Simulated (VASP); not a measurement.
# CdS (I4mm) in VASP: a series of runs, part 2 of 2

VASP 6.6.1. The steps go on from the part before.

**4. Single point, r2SCAN**

This run uses another cell than the first one, of 19.78 Å³/atom, 1.026 times its volume.

POSCAR reads:

```
CdS
1.0
    0.0000000000      2.7042729036      2.7042729036
    2.7042729036      0.0000000000      2.7042729036
    2.7042729036      2.7042729036      0.0000000000
Cd S
1 1
Direct
   -0.0106154634      0.0106154634      0.0106154634
    0.5372216687      0.4627783313      0.4627783313
```

INCAR.step1 reads:

```
SYSTEM = CdS
PREC = Accurate ; ENCUT = 520
ISMEAR = 0 ; SIGMA = 0.05
LREAL = .FALSE. ; LASPH = .TRUE.
NELM = 60 ; NBANDS = 16
GGA = PE ; ALGO = Normal
EDIFF = 1E-4 ; LWAVE = .TRUE.
LCHARG = .FALSE.
```

INCAR.step2 reads:

```
SYSTEM = CdS
PREC = Accurate ; ENCUT = 520
EDIFF = 1E-6 ; ISMEAR = 0
SIGMA = 0.05 ; LREAL = .FALSE.
LASPH = .TRUE. ; NELM = 60
ALGO = Normal ; ISIF = 2
LWAVE = .FALSE. ; LCHARG = .FALSE.
METAGGA = R2SCAN ; LMIXTAU = .TRUE.
NBANDS = 16 ; ISTART = 1
```

KPOINTS reads:

```
regular mesh
0
G
  8 8 8
  0 0 0
```

Potentials or basis: VASP PAW PBE potentials, release 64 (Cd, S).

The run is started by

```
$ cat potpaw_PBE.64/Cd/POTCAR potpaw_PBE.64/S/POTCAR > POTCAR
$ cp INCAR.step1 INCAR
$ mpirun -np 1 vasp_std > vasp.out
$ cp INCAR.step2 INCAR
$ mpirun -np 1 vasp_std > vasp.out
```

OUTCAR:

```text
SYSTEM = CdS
   PREC = Accurate
   ENCUT = 520
   EDIFF = 1E-6
   ISMEAR = 0
   LREAL = .FALSE.
   LASPH = .TRUE.
   NELM = 60
   ISIF = 2
   METAGGA = R2SCAN
   ISTART = 1

 ion  position               nearest neighbor table
   1  0.989  0.011  0.011-   2 2.45   2 2.72   2 2.72   2 2.72   2 2.72   2 2.96
   2  0.537  0.463  0.463-   1 2.45   1 2.72   1 2.72   1 2.72   1 2.72   1 2.96

  LATTYP: Found a face centered cubic cell.
 ALAT       =     5.4085458072

  Lattice vectors:

 A1 = (   0.0000000000,   2.7042729036,   2.7042729036)
 A2 = (   2.7042729036,   0.0000000000,   2.7042729036)
 A3 = (   2.7042729036,   2.7042729036,   0.0000000000)

Analysis of symmetry for initial positions (statically):
=====================================================================
 Subroutine PRICEL returns:
 Original cell was already a primitive cell.

 Routine SETGRP: Setting up the symmetry group for a
 face centered cubic supercell.

 Subroutine GETGRP returns: Found  8 space group operations
 (whereof  8 operations were pure point group operations)
 out of a pool of 48 trial point group operations.

The static configuration has the point symmetry C_4v.

Analysis of symmetry for dynamics (positions and initial velocities):
=====================================================================
 Subroutine PRICEL returns:
 Original cell was already a primitive cell.

 Routine SETGRP: Setting up the symmetry group for a
 face centered cubic supercell.

 Subroutine GETGRP returns: Found  8 space group operations
 (whereof  8 operations were pure point group operations)
 out of a pool of 48 trial point group operations.

The dynamic configuration has the point symmetry C_4v.

 Subroutine INISYM returns: Found  8 space group operations
 (whereof  8 operations are pure point group operations),
 and found     1 'primitive' translations
[... 104 lines left out ...]
   TEBEG  =    0.0;   TEEND  =   0.0 temperature during run
   PSTRESS=    0.0 pullay stress
   NELECT =      18.0000    total number of electrons
   NUPDOWN=      -1.0000    fix difference up-down
   EMIN   =  10.00;   EMAX   =-10.00  energy-range for DOS
   EFERMI =   0.00;   METHOD = LEGACY
   ISMEAR =     0;   SIGMA  =   0.05  broadening in eV -4-tet -1-fermi 0-gaus
   EFERMI_NEDOS =   21; number of points for ismear=-14 and -15
   IALGO  =     38    algorithm
   IMIX   =      4    mixing-type and parameters
     AMIX     =   0.40;   BMIX     =  1.00
     AMIX_MAG =   1.60;   BMIX_MAG =  1.00
  volume/ion in A,a.u.               =      19.78       133.46
  Fermi-wavevector in a.u.,A,eV,Ry     =   1.259230  2.379600 21.574226  1.585661
  Thomas-Fermi vector in A             =   2.392800
   LORBIT       =      0    0 simple, 1 ext, 2 COOP (PROOUT), +10 PAW based schemes
   METAGGA = R2SCAN    functional components
   LHFCALC =     F    Hartree Fock is set to
   AEXX    =    0.0000 exact exchange contribution
   IVDW    =     0    specifies the selected vdW correction
   LEPSILON=     F    determine dielectric tensor
   LRPA    =     F    only Hartree local field effects (RPA)
 non-spin polarized calculation
 Gauss-broadening in eV      SIGMA  =   0.05
  energy-cutoff  :      520.00
  volume of cell :       39.55
 maximum number of plane-waves:      1090
   NGX = 15   NGY = 15   NGZ = 15

 number of electron      17.9999996 magnetization

 Free energy of the ion-electron system (eV)
  ---------------------------------------------------
  ext. energy  EPLUGINS =         0.00000000
  ---------------------------------------------------
  free energy    TOTEN  =       -29.41751280 eV

  energy without entropy =      -29.41751280  energy(sigma->0) =      -29.41751280

 E-fermi :   3.1790     XC(G=0): -11.1234

 val. band max:        2.9596033977   @ k =   0.0000  -0.2500   0.1250
 cond. band min:       3.8168285565   @ k =   0.5000   0.5000   0.0000
 fundamental gap:      0.8572251588
 Fermi energy:         3.1789899319

 k-point     1 :       0.0000    0.0000    0.0000
  band No.  band energies     occupation
      1     -10.5754      2.00000
      2      -5.0706      2.00000
      3      -4.9681      2.00000
      4      -4.9681      2.00000
      5      -4.9034      2.00000
      6      -4.9012      2.00000
[... 433 lines left out ...]
      3      -5.0332      2.00000
      4      -4.8889      2.00000
      5      -4.6791      2.00000
      6      -4.5050      2.00000
[... 8 lines left out ...]
     15      17.3643      0.00000
     16      18.9573      0.00000

 [... further k-points ...]
[... 5 lines left out ...]
  --------------------------------------------------------------------------------------
  -------------------------------------------------------------------------------------
  Total        2.6070302      0.5507452      0.5507452     -0.0000000      0.0000000      0.0000000
  in kB      105.6027182     22.3089842     22.3089842     -0.0000000      0.0000000      0.0000000
  external PRESSURE =      50.0735622 kB  Pullay stress =       0.0000000 kB

 VOLUME and BASIS-vectors are now :
 -----------------------------------------------------------------------------
  energy-cutoff  :      520.00
  volume of cell :       39.55
      direct lattice vectors                 reciprocal lattice vectors
     0.000000000  2.704272904  2.704272904    -0.184892582  0.184892582  0.184892582
     2.704272904  0.000000000  2.704272904     0.184892582 -0.184892582  0.184892582
     2.704272904  2.704272904  0.000000000     0.184892582  0.184892582 -0.184892582

 POSITION                                       TOTAL-FORCE (eV/Angst)
 -----------------------------------------------------------------------------------
      0.05741      2.70427      2.70427        -0.913522      0.000000      0.000000
      2.50296      2.70427      2.70427         0.913522      0.000000      0.000000
 -----------------------------------------------------------------------------------
    total drift:                                0.000140     -0.000008     -0.000007

  FREE ENERGIE OF THE ION-ELECTRON SYSTEM (eV)
  ---------------------------------------------------
  free  energy   TOTEN  =       -29.4175128034 eV

  energy  without entropy=      -29.4175128034  energy(sigma->0) =      -29.41751280
```

OSZICAR.step1:

```text
N       E                     dE             d eps       ncg     rms          rms(c)
DAV:   1     0.112112282044E+03    0.11211E+03   -0.94323E+03  1912   0.107E+03
DAV:   2    -0.244119092042E+01   -0.11455E+03   -0.10751E+03  2304   0.263E+02
DAV:   3    -0.632204692945E+01   -0.38809E+01   -0.38738E+01  2392   0.508E+01
DAV:   4    -0.633974154532E+01   -0.17695E-01   -0.17693E-01  2344   0.345E+00
DAV:   5    -0.633990324283E+01   -0.16170E-03   -0.16170E-03  2344   0.321E-01    0.865E+00
DAV:   6    -0.578455059623E+01    0.55535E+00   -0.84087E-01  2536   0.122E+01    0.701E+00
DAV:   7    -0.575710163045E+01    0.27449E-01   -0.20357E-01  2432   0.325E+00    0.346E+00
DAV:   8    -0.575648595334E+01    0.61568E-03   -0.21015E-02  2192   0.183E+00    0.383E-01
DAV:   9    -0.575625069352E+01    0.23526E-03   -0.18398E-03  2392   0.653E-01    0.661E-02
DAV:  10    -0.575628022673E+01   -0.29533E-04   -0.19966E-04  2032   0.156E-01
   1 F= -.57562802E+01 E0= -.57562802E+01  d E =-.208063E-09
```

It took 62 s on 1 thread of Intel Xeon 6975P-C (Granite Rapids), shared host; peak memory 0.19 GiB.

What came out:

```yaml
Free_energy: -29.4175 eV
Pressure: 5.0 GPa
Largest_force: 0.914 eV/Å
Band_gap_on_the_k_mesh: 0.86 eV, indirect (least direct gap 2.44 eV)
```

Forces on the atoms (eV/Å):
```
Cd  -0.914  0.000  0.000
S    0.914  0.000  0.000
```

Caveat: the PAW data sets were made with another functional, which shifts forces and pressure a little.

**5. Single point, r2SCAN**

This run uses another cell than the first one, of 19.78 Å³/atom, 1.026 times its volume.

POSCAR reads:

```
CdS
1.0
    0.0000000000      2.7042729036      2.7042729036
    2.7042729036      0.0000000000      2.7042729036
    2.7042729036      2.7042729036      0.0000000000
Cd S
1 1
Direct
   -0.0063692780      0.0063692780      0.0063692780
    0.5223330012      0.4776669988      0.4776669988
```

INCAR.step1 reads:

```
  PREC = Accurate
  ENCUT = 520
  ISMEAR = 0
  SIGMA = 0.05
  LREAL = False
  LASPH = True
  NELM = 80
  NBANDS = 16
  GGA = PE
  ALGO = Normal
  EDIFF = 1E-4
  LWAVE = True
  LCHARG = False
```

INCAR.step2 reads:

```
  PREC = Accurate
  ENCUT = 520
  EDIFF = 1E-6
  ISMEAR = 0
  SIGMA = 0.05
  LREAL = False
  LASPH = True
  NELM = 80
  ALGO = Normal
  ISIF = 2
  LWAVE = False
  LCHARG = True
  METAGGA = R2SCAN
  LMIXTAU = True
  LELF = True
  LVHAR = True
  NBANDS = 16
  ISTART = 1
```

KPOINTS reads:

```
regular mesh
0
Gamma
  8 8 8
```

The run is started by

```
$ cat potpaw_PBE.64/Cd/POTCAR potpaw_PBE.64/S/POTCAR > POTCAR
$ cp INCAR.step1 INCAR
$ mpirun -np 1 vasp_std > vasp.out
$ cp INCAR.step2 INCAR
$ mpirun -np 1 vasp_std > vasp.out
```

It took 62 s on 1 thread of Intel Xeon 6975P-C (Granite Rapids), shared host; peak memory 0.19 GiB.

It converged, with:

* Free energy: -29.4844 eV
* Pressure: 3.5 GPa
* Largest force: 0.422 eV/Å
* Band gap on the k mesh: 0.78 eV, indirect (least direct gap 2.50 eV)

Forces on the atoms (eV/Å):
```
Cd  -0.422  0.000  0.000
S    0.422  0.000  0.000
```

Stress tensor (GPa, compression positive):
```
5.46 0.00 0.00
0.00 2.52 0.00
0.00 0.00 2.52
```

Levels at points of the mesh, in eV from the valence-band top:
| k point | band 6 | band 7 | band 8 | band 9 | band 10 | band 11 | band 12 | band 13 |
| --- | --- | --- | --- | --- | --- | --- | --- | --- |
| (0.00, 0.00, 0.00) | -7.89 | -0.77 | -0.77 | -0.76 | 1.74 | 9.65 | 9.65 | 9.71 |
| (0.50, 0.00, 0.00) | -7.67 | -5.02 | -0.03 | 0.00 | 4.09 | 6.48 | 6.54 | 7.84 |
| (0.50, 0.50, 0.00) | -6.81 | -4.51 | -2.28 | -2.23 | 0.78 | 6.32 | 10.99 | 12.57 |
| (0.00, 0.50, 0.50) | -6.82 | -4.56 | -2.29 | -2.29 | 0.80 | 6.41 | 11.05 | 12.52 |

Caveat: the PAW data sets were made with another functional, which shifts forces and pressure a little.
